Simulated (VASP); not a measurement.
VSi2: single point with LDA

The system is VSi2.

```
CELL_PARAMETERS angstrom
4.57260 0.00000 0.00000
-2.28630 3.95999 0.00000
0.00000 0.00000 6.37440
ATOMIC_POSITIONS crystal
V 0.00000 0.50000 0.33333
V 0.50000 0.50000 0.66667
V 0.50000 0.00000 0.00000
Si 0.32520 0.16260 0.33333
Si 0.16260 0.83740 0.66667
Si 0.83740 0.67480 0.00000
Si 0.67480 0.83740 0.33333
Si 0.83740 0.16260 0.66667
Si 0.16260 0.32520 0.00000
```

| Item | Value |
| --- | --- |
| Program | VASP 6.6.1 |
| Task | single point |
| Functional | LDA |
| Potentials or basis | VASP PAW LDA potentials, release 64 (V_sv, Si) |
| Cutoff | 520 eV |
| k mesh | 7 × 7 × 4 |
| Occupations | fermi-dirac, width 0.05 eV |
| Spin | collinear spin, ferromagnetic start |
| Starting moments | [2.0, 2.0, 2.0, 0.0, 0.0, 0.0, 0.0, 0.0, 0.0] μB |
| Dipole correction | no |
| Further INCAR settings | ALGO = Normal; EDIFF = 1e-07; NBANDS = 46 |

```json
{"Pressure": "-8.6 GPa", "Largest force": "0.071 eV/Å", "Net moment": "0.00 μB per cell", "Valence electrons inside the program's atomic spheres": "V 11.72; Si 1.65"}
```

Forces in eV/Å, atoms in the order of the input:
```
V    0.000  0.000  0.000
V    0.000  0.000  0.000
V    0.000  0.000  0.000
Si   0.061  0.036  0.000
Si   0.061 -0.036  0.000
Si   0.000 -0.071  0.000
Si  -0.061 -0.036  0.000
Si  -0.061  0.036  0.000
Si   0.000  0.071  0.000
```

Stress tensor (GPa, compression positive):
```
-8.58  0.00  0.00
 0.00 -8.58  0.00
 0.00  0.00 -8.78
```

Levels at points of the mesh, in eV from the Fermi level:
Spin up:
```
           k point  band 30  band 31  band 32  band 33  band 34  band 35
(0.00, 0.00, 0.00)    -1.75    -1.75    -1.61     0.37     2.06     2.40
(0.00, 0.00, 0.50)    -1.80    -1.54     0.54     0.54     2.05     2.41
```
Spin down:
```
           k point  band 28  band 29  band 30  band 31  band 32  band 33  band 34  band 35  band 36  band 37
(0.00, 0.00, 0.00)    -2.07    -2.07    -1.75    -1.75    -1.61     0.37     2.06     2.40     2.40     2.47
(0.00, 0.00, 0.50)    -1.90    -1.80    -1.80    -1.54     0.54     0.54     2.05     2.41     2.49     2.54
```

Wall time 3.1 min on 1 thread of AMD EPYC 9R45 96-Core Processor (Zen 5), with other jobs on the host, peak memory 0.28 GiB.

Caveat: the cell stands under tension.
